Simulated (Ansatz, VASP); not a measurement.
**I: VASP beside Ansatz**

Contents of INCAR:

```
PREC = Accurate
ENCUT = 520
EDIFF = 1E-7
ISMEAR = -1
SIGMA = 0.05
LREAL = False
LASPH = True
NELM = 80
ALGO = Normal
ISIF = 2
LWAVE = False
LCHARG = True
GGA = PE
LELF = True
LVHAR = True
NBANDS = 22
```

The input KPOINTS:

```
regular mesh
0
Gamma
  6 6 3
```

POSCAR

```
I
1.0
    4.4691335775     -2.3015586197      0.0000000000
    4.4691335775      2.3015586197      0.0000000000
    0.0000000000      0.0000000000      9.8759877929
I
4
Direct
    0.8427352896      0.1572647104      0.1220149726
    0.6572647104      0.3427352896      0.6220149726
    0.1572647104      0.8427352896      0.8779850274
    0.3427352896      0.6572647104      0.3779850274
```

Input for Ansatz:

```yaml
crystal:
  lattice:
    - [4.4691335775, -2.3015586197, 0.0]
    - [4.4691335775, 2.3015586197, 0.0]
    - [0.0, 0.0, 9.8759877929]
  atoms:
    - { symbol: I, position: [0.8427352896, 0.1572647104, 0.1220149726] }
    - { symbol: I, position: [0.6572647104, 0.3427352896, 0.6220149726] }
    - { symbol: I, position: [0.1572647104, 0.8427352896, 0.8779850274] }
    - { symbol: I, position: [0.3427352896, 0.6572647104, 0.3779850274] }
hamiltonian:
  xc: pbe
  pseudopotentials:
    kind: paw
    azcp:
      I: "pseudopotentials/I.paw.azcp"
basis:
  ecutwfc: 420
  fft_grid_basis: typed
kpoints:
  mp_grid: { grid: [6, 6, 3], shift: [0, 0, 0] }
magnetization:
  spin_polarized: false
scf:
  occupations: { method: fermi_dirac, width: 0.05 }
  lower_state_search: "off"
output:
  stress: true
```

Alike in both runs: task single point; functional PBE; k mesh 6 × 6 × 3; occupations fermi-dirac, width 0.05 eV; no spin polarisation.

|  | VASP | Ansatz |
| --- | --- | --- |
| version | VASP 6.6.1 | Ansatz 0.2.0 |
| potentials or method | VASP PAW PBE potentials, release 64 (I), cutoff 520 eV | plane waves (420 eV) with PAW, scalar-relativistic |
| valence electrons in the cell | 28 | 68 |

```tsv
	VASP	Ansatz	Ansatz less VASP
pressure (GPa)	0.0	0.0	+0.03
traceless stress, the component that is largest in VASP (GPa)	-0.09	-0.06	+0.030
```

With one functional, cell and mesh, what is left measures potentials, basis and numerics. VASP's potentials hold 28 valence electrons a cell and Ansatz's 68, so a difference there can come from the potentials and not from the codes.

Spin-orbit coupling is off throughout.
